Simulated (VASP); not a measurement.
Set up this calculation in VASP 6.6.1, as the native input.

- Task: single point
- Functional: PBE
- Potentials or basis: VASP PAW PBE potentials, release 64 (B, As)
- Cutoff: 520 eV
- k mesh: 12 × 12 × 12
- Occupations: gaussian, width 0.05 eV
- Spin: no spin polarisation
- Dipole correction: no
- Further INCAR settings: ALGO = Normal; EDIFF = 1e-06; NBANDS = 11

The structure of BAs lies in POSCAR:

```
BAs
1.0
    0.0000000000      2.6989961434      1.9081902734
    2.6989961434      0.0000000000      1.9081902734
    2.6989961434      2.6989961434      0.0000000000
B As
1 1
Direct
    0.0000000000      0.0000000000      0.0000000000
    0.7500000000      0.7500000000      0.7500000000
```

This cell differs from its parent crystal: ratio of the length along z to the lengths across it x 0.707, volume and fractional coordinates fixed.

One way to write it, as run:

INCAR

```
SYSTEM = BAs
ALGO     = Normal         ! electronic algorithm
EDIFF    = 1E-6           ! SCF threshold, eV
ENCUT    = 520            ! plane-wave cutoff, eV
GGA      = PE             ! functional
ISIF     = 2              ! what is computed and relaxed
ISMEAR   = 0              ! smearing method
LASPH    = .True.         ! aspherical terms in the spheres
LCHARG   = .False.        ! write CHGCAR
LREAL    = .False.        ! projectors in reciprocal space
LWAVE    = .False.        ! write WAVECAR
NBANDS   = 11             ! bands
NELM     = 80             ! most SCF steps
PREC     = Accurate       ! precision mode
SIGMA    = 0.05           ! smearing width, eV
```

KPOINTS

```
k-points
0
Gamma
  12 12 12
  0 0 0
```

Potentials or basis: VASP PAW PBE potentials, release 64 (B, As).

Run with:

```bash
$ cat potpaw_PBE.64/B/POTCAR potpaw_PBE.64/As/POTCAR > POTCAR
$ mpirun -np 1 vasp_std > vasp.out
```

It gave:

```yaml
Pressure: -2.7 GPa
Band_gap_on_the_k_mesh: zero (band 4 reaches 7.62 eV, above the bottom of band 5 at 4.56 eV)
```

Run time: 18 s on 1 thread of Intel(R) Xeon(R) 6975P-C (Granite Rapids), on a shared host, peak memory 0.19 GiB.
